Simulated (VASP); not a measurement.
Runs of VASP 6.6.1 on Cd2TeI2. The structure is that of space group P4/mmm (No. 123), or close to it. The cells are those of the table. 

| task | cell | k mesh | cutoff (eV) | gap on the mesh (eV) | pressure (GPa) | largest force (eV/Å) |
| --- | --- | --- | --- | --- | --- | --- |
| single point | a = 4.202, b = 4.202, c = 10.335 Å, 5 atoms | 4 × 4 × 2 | 520 | none | 0.0 | 0.01 |
| single point | a = 4.016, b = 4.016, c = 13.147 Å, 5 atoms | 10 × 10 × 4 | 520 | none | 0.1 | 0.01 |
| single point | a = 5.032, b = 5.032, c = 7.825 Å, 5 atoms | 4 × 4 × 2 | 520 | none | (a) | 10.17 |
| relaxation of cell and atoms | relaxed from a = 5.032, b = 5.032, c = 7.825 Å, 5 atoms | 4 × 4 × 2 | 600 | none | 0.0 | 0.01 |

Alike in all rows: level PBE; potentials or basis VASP PAW PBE potentials, release 64 (Cd, Te, I); no spin polarisation; smearing gaussian 0.1 eV.

Problem. Estimate the missing entries.

Solution. (a) 8.6.

Caveats: some runs use coarse meshes; spin-orbit coupling is left out, which moves the levels of the heavy elements; this functional lacks dispersion, which binds the layers, so the pressure and a relaxed spacing across them are unreliable (some runs); forces of over 1 eV/Å act on the atoms, so gaps and moduli don't describe the material at rest (some runs).

A k mesh can miss the band edges, and the runs leave out spin-orbit coupling on Cd, I, Te.

A gap of «none» marks levels without a gap at the run's occupations.
